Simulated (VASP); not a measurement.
# Al32O (a cell with a defect) in VASP: single point with PBE+D3(BJ)

Aim: the single point of Al32O (a cell with a defect) with PBE+D3(BJ).

Program: VASP 6.6.1. These are calculated values, not measurements. Logs are shortened: lines on timing, memory, paths and dates and some standing lists are left out, and cuts for length are marked.

## 1. The cell of the first run

The cell holds a defect, 33 atoms: a = 8.100 Å, b = 8.100 Å, c = 8.100 Å, α = 90.00°, β = 90.00°, γ = 90.00°.

## 2. Single point, PBE+D3(BJ)

INCAR

```
  PREC = Accurate
  ENCUT = 520
  EDIFF = 1E-7
  ISMEAR = -1
  SIGMA = 0.1
  LREAL = Auto
  LASPH = True
  NELM = 100
  ALGO = Normal
  ISIF = 2
  LWAVE = False
  LCHARG = True
  GGA = PE
  IVDW = 12
  LELF = True
  LVHAR = True
  NBANDS = 73
```

KPOINTS

```
regular mesh
0
Gamma
  3 3 3
```

POSCAR

```
Al32O
1.0
    8.1000000000      0.0000000000      0.0000000000
    0.0000000000      8.1000000000      0.0000000000
    0.0000000000      0.0000000000      8.1000000000
Al O
32 1
Direct
    0.5046466667      0.0018235802      0.0010748148
    0.7475561728      0.2537071605     -0.0207151852
    0.7527659259      0.0180682716      0.2490620988
    0.0006098765      0.0074654321      0.0009760494
    0.2571737037      0.2537076543     -0.0082396296
    0.5046480247      0.5055923457      0.0010760494
    0.7536156790      0.7537085185      0.0049241975
    0.2535181481     -0.0071660494      0.2516972840
    0.4825469136      0.2537074074      0.2438598765
    0.7527643210      0.4893483951      0.2490607407
    0.5044061728      0.0073900000      0.4971270370
    0.7496713580      0.2537083951      0.5384192593
    0.7553033333     -0.0070869136      0.7500544444
    0.0006103704      0.4999504938      0.0009735802
    0.2522638272      0.7537085185      0.0004746914
    0.0420237037      0.2537081481      0.2459986420
    0.2535196296      0.5145828395      0.2516971605
    0.5084502469      0.7537086420      0.2500177778
    0.0135629630     -0.0126764198      0.5100004938
    0.2526520988      0.2537074074      0.5065317284
    0.5044044444      0.5000267901      0.4971271605
    0.7532197531      0.7537083951      0.4963209877
    0.2577174074      0.0005049383      0.7542071605
    0.4954098765      0.2537085185      0.7536662963
    0.7553038272      0.5145039506      0.7500551852
   -0.0001643210      0.7537080247      0.2496262963
    0.0135669136      0.5200935802      0.5100044444
    0.2631434568      0.7537090123      0.5024193827
    0.0100262963      0.2537071605      0.7492365432
    0.2577176543      0.5069120988      0.7542082716
    0.5040482716      0.7537085185      0.7487596296
    0.0059386420      0.7537087654      0.7596397531
   -0.1685000000      0.2537186420      0.3278992593
```

Potentials or basis: VASP PAW PBE potentials, release 64 (Al, O).

The run is started by

```sh
$ cat potpaw_PBE.64/Al/POTCAR potpaw_PBE.64/O/POTCAR > POTCAR
$ mpirun -np 1 vasp_std > vasp.out
```

OUTCAR:

```text
PREC = Accurate
   ENCUT = 520
   EDIFF = 1E-7
   ISMEAR = -1
   LREAL = Auto
   LASPH = True
   NELM = 100
   ISIF = 2
   GGA = PE
   IVDW = 12
 IVDW          = 12

 ion  position               nearest neighbor table
   1  0.505  0.002  0.001-  23 2.83   9 2.84   2 2.84   3 2.84  18 2.85   7 2.85  24 2.86   5 2.86
                            31 2.87  15 2.87  13 2.87   8 2.87
   2  0.748  0.254  0.979-  24 2.74  13 2.81  25 2.81  29 2.83   1 2.84   6 2.84   4 2.87  14 2.87
                             3 2.90  10 2.90   9 3.03  16 3.22
   3  0.753  0.018  0.249-  33 2.11   4 2.84   1 2.84  11 2.84   2 2.90   9 2.90   7 2.91  18 2.92
                            26 2.93  22 2.93  19 3.00  16 3.02  12 3.02
   4  0.001  0.007  0.001-  16 2.83  32 2.84   3 2.84  13 2.84  29 2.85   2 2.87   7 2.87  26 2.88
                             5 2.88   8 2.89  23 2.89  15 2.89
   5  0.257  0.254  0.992-  16 2.70  24 2.73   9 2.74  29 2.80  23 2.81  30 2.81   1 2.86   6 2.86
                             4 2.88  14 2.88   8 2.98  17 2.98
   6  0.505  0.506  0.001-  30 2.83   9 2.84   2 2.84  10 2.84  18 2.85   7 2.85  24 2.86   5 2.86
                            31 2.87  15 2.87  25 2.87  17 2.87
   7  0.754  0.754  0.005-  18 2.81  26 2.81  25 2.83  13 2.83   6 2.85   1 2.85  32 2.85   4 2.87
                            14 2.87  31 2.90  10 2.91   3 2.91
   8  0.254  0.993  0.252-  16 2.72  28 2.81  15 2.81   9 2.81  26 2.82  18 2.83  11 2.85  19 2.86
                             1 2.87   4 2.89  20 2.95   5 2.98
   9  0.483  0.254  0.244-   5 2.74   8 2.81  17 2.81  20 2.83   1 2.84   6 2.84  11 2.87  21 2.87
[... 32 lines left out ...]
                             6 2.87  21 2.89  29 2.95  24 2.98
  26  1.000  0.754  0.250-   7 2.81   8 2.82  17 2.82  22 2.83  19 2.84  27 2.84  15 2.87   4 2.88
                            14 2.88   3 2.93  10 2.93  28 2.96
  27  0.014  0.520  0.510-  28 2.77  32 2.77  30 2.80  22 2.84  26 2.84  17 2.86  25 2.86  20 2.90
                            29 2.90  10 3.00  12 3.05  16 3.05
  28  0.263  0.754  0.502-  27 2.77  19 2.77  31 2.79   8 2.81  17 2.81  21 2.84  11 2.84  18 2.85
                            23 2.86  30 2.86  32 2.95  26 2.96
  29  0.010  0.254  0.749-  12 2.71  20 2.78   5 2.80   2 2.83  14 2.85   4 2.85  23 2.87  30 2.87
                            27 2.90  19 2.90  13 2.95  25 2.95
  30  0.258  0.507  0.754-  27 2.80   5 2.81  24 2.81  15 2.82  31 2.82   6 2.83  32 2.86  28 2.86
                            20 2.87  29 2.87  21 2.89  14 2.89
  31  0.504  0.754  0.749-  28 2.79  13 2.81  25 2.81  30 2.82  23 2.82   1 2.87   6 2.87  22 2.87
                            15 2.88  11 2.89  21 2.89   7 2.90
  32  0.006  0.754  0.760-  27 2.77  19 2.77  15 2.79  25 2.81  13 2.81  14 2.84   4 2.84   7 2.85
                            23 2.86  30 2.86  28 2.95  22 2.96
  33  0.831  0.254  0.328-  12 1.83  16 1.83  10 2.11   3 2.11

  LATTYP: Found a simple cubic cell.
 ALAT       =     8.1000000000

  Lattice vectors:

 A1 = (   8.1000000000,   0.0000000000,   0.0000000000)
 A2 = (   0.0000000000,   8.1000000000,   0.0000000000)
 A3 = (   0.0000000000,   0.0000000000,   8.1000000000)

Analysis of symmetry for initial positions (statically):
=====================================================================
 Subroutine PRICEL returns:
 Original cell was already a primitive cell.

 Routine SETGRP: Setting up the symmetry group for a
 simple cubic supercell.

 Subroutine GETGRP returns: Found  1 space group operations
 (whereof  1 operations were pure point group operations)
 out of a pool of 48 trial point group operations.

The static configuration has the point symmetry C_1 .

Analysis of symmetry for dynamics (positions and initial velocities):
=====================================================================
 Subroutine PRICEL returns:
 Original cell was already a primitive cell.

 Routine SETGRP: Setting up the symmetry group for a
 simple cubic supercell.

 Subroutine GETGRP returns: Found  1 space group operations
 (whereof  1 operations were pure point group operations)
 out of a pool of 48 trial point group operations.

The dynamic configuration has the point symmetry C_1 .

 Subroutine INISYM returns: Found  1 space group operations
 (whereof  1 operations are pure point group operations),
 and found     1 'primitive' translations

[... 90 lines left out ...]
 Grid dimensions read from file:
 generate k-points for:    3    3    3

 Generating k-lattice:

  Cartesian coordinates                     Fractional coordinates (reciprocal lattice)
     0.041152263  0.000000000  0.000000000     0.333333333  0.000000000  0.000000000
     0.000000000  0.041152263  0.000000000     0.000000000  0.333333333  0.000000000
     0.000000000  0.000000000  0.041152263     0.000000000  0.000000000  0.333333333

  Length of vectors
     0.041152263  0.041152263  0.041152263

  Shift w.r.t. Gamma in fractional coordinates (k-lattice)
     0.000000000  0.000000000  0.000000000

 Subroutine IBZKPT returns following result:
 ===========================================

 Found     14 irreducible k-points:

 Following reciprocal coordinates:
            Coordinates               Weight
  0.000000  0.000000  0.000000      1.000000
  0.333333  0.000000  0.000000      2.000000
  0.000000  0.333333  0.000000      2.000000
  0.000000  0.000000  0.333333      2.000000
  0.333333  0.333333  0.000000      2.000000
  0.000000  0.333333  0.333333      2.000000
  0.333333  0.000000  0.333333      2.000000
 -0.333333  0.333333  0.000000      2.000000
 -0.333333  0.000000  0.333333      2.000000
  0.000000 -0.333333  0.333333      2.000000
  0.333333  0.333333  0.333333      2.000000
 -0.333333  0.333333  0.333333      2.000000
 -0.333333 -0.333333  0.333333      2.000000
  0.333333 -0.333333  0.333333      2.000000
   k-points           NKPTS =     14   k-points in BZ     NKDIM =     14   number of bands    NBANDS=     73
   number of dos      NEDOS =    301   number of ions     NIONS =     33
   total plane-waves  NPLWV = 216000
   dimension x,y,z NGX =    60 NGY =   60 NGZ =   60
   dimension x,y,z NGXF=   120 NGYF=  120 NGZF=  120
   ions per type =              32   1
   NGX,Y,Z   is equivalent  to a cutoff of  12.31, 12.31, 12.31 a.u.
   NGXF,Y,Z  is equivalent  to a cutoff of  24.63, 24.63, 24.63 a.u.
 SYSTEM =  unknown system
   PREC   = accura    normal or accurate (medium, high low for compatibility)
   ISTART =      0    job   : 0-new  1-cont  2-samecut
   ICHARG =      2    charge: 1-file 2-atom 10-const
   ISPIN  =      1    spin polarized calculation?
   LNONCOLLINEAR =      F non collinear calculations
   LSORBIT =      F    spin-orbit coupling
   LASPH  =      T    aspherical Exc in radial PAW
   ENCUT  =  520.0 eV  38.22 Ry    6.18 a.u.  15.06 15.06 15.06*2*pi/ulx,y,z
   NELM   =    100;   NELMIN=  2; NELMDL= -5     # of ELM steps
   EDIFF  = 0.1E-06   stopping-criterion for ELM
   LREAL  =      T    real-space projection
   EDIFFG = 0.1E-05   stopping-criterion for IOM
   NSW    =      0    number of steps for IOM
   IBRION =     -1    ionic relax: 0-MD 1-quasi-New 2-CG
   NFREE  =      0    steps in history (QN), initial steepest desc. (CG)
   ISIF   =      2    stress and relaxation
   ISYM   =      2    0-nonsym 1-usesym 2-fastsym
   POTIM  = 0.5000    time-step for ionic-motion
   TEBEG  =    0.0;   TEEND  =   0.0 temperature during run
   PSTRESS=    0.0 pullay stress
   NELECT =     102.0000    total number of electrons
   NUPDOWN=      -1.0000    fix difference up-down
   EMIN   =  10.00;   EMAX   =-10.00  energy-range for DOS
   EFERMI =   0.00;   METHOD = LEGACY
   ISMEAR =    -1;   SIGMA  =   0.10  broadening in eV -4-tet -1-fermi 0-gaus
   EFERMI_NEDOS =   21; number of points for ismear=-14 and -15
   IALGO  =     38    algorithm
   IMIX   =      4    mixing-type and parameters
     AMIX     =   0.40;   BMIX     =  1.00
     AMIX_MAG =   1.60;   BMIX_MAG =  1.00
  volume/ion in A,a.u.               =      16.10       108.68
  Fermi-wavevector in a.u.,A,eV,Ry     =   0.944329  1.784523 12.133087  0.891757
  Thomas-Fermi vector in A             =   2.072123
   LORBIT       =      0    0 simple, 1 ext, 2 COOP (PROOUT), +10 PAW based schemes
   GGA     = PE    functional components
   LHFCALC =     F    Hartree Fock is set to
   AEXX    =    0.0000 exact exchange contribution
   IVDW    =    12    specifies the selected vdW correction
   LEPSILON=     F    determine dielectric tensor
   LRPA    =     F    only Hartree local field effects (RPA)
 non-spin polarized calculation
  energy-cutoff  :      520.00
  volume of cell :      531.44
 maximum number of plane-waves:     14358
   NGX = 31   NGY = 31   NGZ = 31

 number of electron     102.0000005 magnetization

 Free energy of the ion-electron system (eV)
  ---------------------------------------------------
  ext. energy  EPLUGINS =         0.00000000
  ---------------------------------------------------
  free energy    TOTEN  =      -127.97110224 eV

  energy without entropy =     -127.62496707  energy(sigma->0) =     -127.79803466

 E-fermi :   7.9807     XC(G=0): -10.2359

 val. band max:        7.9791655014   @ k =   0.3333   0.0000   0.3333
 cond. band min:       8.0077429259   @ k =   0.0000   0.0000   0.0000
 fundamental gap:      0.0285774245
 Fermi energy:         7.9806583172

 k-point     1 :       0.0000    0.0000    0.0000
  band No.  band energies     occupation
      1     -12.8458      2.00000
      2      -2.9737      2.00000
      3      -1.2087      2.00000
      4      -1.0448      2.00000
      5      -0.9803      2.00000
      6      -0.8972      2.00000
[... 913 lines left out ...]
     62       9.7963      0.00000
     63       9.8278      0.00000
 [bands above 63 left out]

------------------------ aborting loop because EDIFF is reached ----------------------------------------

 Edisp (eV)  -10.91330

 E8    (eV) :    -4.8575

  FORCE on cell =-STRESS in cart. coord.  units (eV):
  Direction    XX          YY          ZZ          XY          YZ          ZX
  --------------------------------------------------------------------------------------
  -------------------------------------------------------------------------------------
  Total      -6.25038    -9.43329    -6.23287    -0.00663     0.00140     0.73554
  in kB     -18.84351   -28.43929   -18.79073    -0.01998     0.00422     2.21749
  external pressure =      -22.02 kB  Pullay stress =        0.00 kB

 VOLUME and BASIS-vectors are now :
 -----------------------------------------------------------------------------
  energy-cutoff  :      520.00
  volume of cell :      531.44
      direct lattice vectors                 reciprocal lattice vectors
     8.100000000  0.000000000  0.000000000     0.123456790  0.000000000  0.000000000
     0.000000000  8.100000000  0.000000000     0.000000000  0.123456790  0.000000000
     0.000000000  0.000000000  8.100000000     0.000000000  0.000000000  0.123456790

 POSITION                                       TOTAL-FORCE (eV/Angst)
 -----------------------------------------------------------------------------------
      4.08764      0.01477      0.00871         0.002096     -0.007348      0.003066
      6.05520      2.05503      7.93221        -0.003104     -0.000554     -0.003350
      6.09740      0.14635      2.01740        -0.007640      0.001370     -0.003709
      0.00494      0.06047      0.00791         0.002696      0.001369      0.001266
      2.08311      2.05503      8.03326         0.000714     -0.003012     -0.002546
      4.08765      4.09530      0.00872         0.002477      0.007489      0.001414
[... 25 lines left out ...]
      0.04810      6.10504      6.15308         0.000239     -0.001057     -0.003593
      6.73515      2.05512      2.65598        -0.017253      0.001795     -0.013504
 -----------------------------------------------------------------------------------
    total drift:                                0.004870     -0.012100      0.004347

  FREE ENERGIE OF THE ION-ELECTRON SYSTEM (eV)
  ---------------------------------------------------
  free  energy   TOTEN  =      -138.8844001019 eV

  energy  without entropy=     -138.5382649274  energy(sigma->0) =     -138.71133251
```

It took 33 min on 1 thread of Intel Xeon 8259CL, shared host; peak memory 0.68 GiB.

Results:

* Free energy: -138.8844 eV
* Pressure: -2.2 GPa
* Largest force: 0.049 eV/Å
* Band gap on the k mesh: zero (bands 51 and 52 overlap by 0.17 eV)
* Dispersion energy per atom: -0.331 eV

Forces on the atoms (eV/Å):
```
Al   0.002 -0.007  0.003
Al  -0.003 -0.001 -0.003
Al  -0.008  0.001 -0.004
Al   0.003  0.001  0.001
Al   0.001 -0.003 -0.003
Al   0.002  0.007  0.001
Al  -0.007 -0.001  0.003
Al   0.005 -0.001 -0.003
Al   0.005  0.000  0.005
Al  -0.010  0.000 -0.001
Al   0.003  0.004  0.001
Al  -0.043  0.002  0.023
Al  -0.005 -0.001  0.003
Al   0.006 -0.001  0.005
Al   0.008  0.003 -0.005
Al   0.026 -0.001 -0.035
Al   0.007  0.000 -0.002
Al   0.004  0.001 -0.003
Al   0.011 -0.024  0.012
Al   0.010  0.000 -0.001
Al   0.004 -0.005 -0.002
Al  -0.011 -0.001  0.008
Al   0.002 -0.004  0.002
Al   0.000 -0.002 -0.006
Al  -0.005  0.004  0.003
Al   0.005  0.003 -0.007
Al   0.011  0.019  0.012
Al  -0.005 -0.001 -0.001
Al   0.002  0.000  0.008
Al   0.002  0.005 -0.002
Al  -0.004  0.001  0.003
Al   0.000 -0.001 -0.004
O   -0.017  0.002 -0.014
```

Levels at points of the mesh, in eV from the Fermi level:
```csv
k point,band 47,band 48,band 49,band 50,band 51,band 52,band 53,band 54,band 55,band 56
"(0.00, 0.00, 0.00)",-0.51,-0.07,0.03,0.06,0.08,0.25,0.26,0.39,0.97,1.05
```
